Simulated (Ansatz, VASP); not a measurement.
GaSb: VASP beside Ansatz

File POSCAR:

```
GaSb
1.0
    0.0000000000      3.0590000000      3.0590000000
    3.1048850000      0.0000000000      3.0590000000
    3.1048850000      3.0590000000      0.0000000000
Ga Sb
1 1
Direct
    0.0000000000      0.0000000000      0.0000000000
    0.7500000000      0.7500000000      0.7500000000
```

The input INCAR.step1:

```
SYSTEM = GaSb
PREC     = Accurate       ! precision mode
ENCUT    = 520            ! plane-wave cutoff, eV
ISMEAR   = 0              ! smearing method
SIGMA    = 0.05           ! smearing width, eV
LREAL    = .False.        ! projectors in reciprocal space
LASPH    = .True.         ! aspherical terms in the spheres
NELM     = 80             ! most SCF steps
NBANDS   = 16             ! bands
GGA      = PE             ! functional
ALGO     = Normal         ! electronic algorithm
EDIFF    = 1E-4           ! SCF threshold, eV
LWAVE    = .True.         ! write WAVECAR
LCHARG   = .False.        ! write CHGCAR
```

Contents of INCAR.step2:

```
SYSTEM = GaSb
PREC     = Accurate       ! precision mode
ENCUT    = 520            ! plane-wave cutoff, eV
EDIFF    = 1E-6           ! SCF threshold, eV
ISMEAR   = 0              ! smearing method
SIGMA    = 0.05           ! smearing width, eV
LREAL    = .False.        ! projectors in reciprocal space
LASPH    = .True.         ! aspherical terms in the spheres
NELM     = 80             ! most SCF steps
ALGO     = Normal         ! electronic algorithm
ISIF     = 2              ! what is computed and relaxed
LWAVE    = .False.        ! write WAVECAR
LCHARG   = .False.        ! write CHGCAR
METAGGA  = R2SCAN         ! meta-GGA
LMIXTAU  = .True.       
NBANDS   = 16             ! bands
ISTART   = 1
```

File KPOINTS:

```
regular mesh
0
Gamma
  10 10 10
  0 0 0
```

Input for Ansatz:

```yaml
crystal:
  lattice:
    - [0.0, 3.059, 3.059]
    - [3.104885, 0.0, 3.059]
    - [3.104885, 3.059, 0.0]
  atoms:
    - { symbol: Ga, position: [0.0, 0.0, 0.0] }
    - { symbol: Sb, position: [0.75, 0.75, 0.75] }
basis:
  ecutwfc: 500
kpoints:
  mp_grid: { grid: [10, 10, 10] }
hamiltonian:
  xc: r2scan
scf:
  occupations: { method: gaussian, width: 0.05 }
output:
  forces: true
  stress: true
  eigenvalues: true
```

Change from the starting cell: strain +0.0150 x Voigt [1, 0, 0, 0, 0, 0], atoms carried along.

Alike in both runs: task single point; functional r2SCAN; k mesh 10 × 10 × 10; occupations gaussian, width 0.05 eV; no spin polarisation.

```csv
,VASP,Ansatz
version,VASP 6.6.1,Ansatz 0.2.0
potentials or method,"VASP PAW PBE potentials, release 64 (Ga_d, Sb), cutoff 520 eV","scalar-relativistic, plane waves, PAW"
valence electrons in the cell,18,28
```

|  | VASP | Ansatz | Ansatz less VASP |
| --- | --- | --- | --- |
| gap on the k mesh at the Fermi level (eV) | 0.30 | 0.32 | +0.016 |
| least direct gap on the mesh (eV) | 0.30 | 0.32 | +0.016 |
| pressure (GPa) | -0.3 | -0.4 | -0.08 |
| traceless stress, the component that is largest in VASP (GPa) | -0.50 | -0.50 | -0.007 |

VASP's potentials were made for PBE, not for r2SCAN. VASP's potentials hold 18 valence electrons a cell and Ansatz's 28, so a difference there can come from the potentials and not from the codes.

Spin-orbit coupling is off throughout.
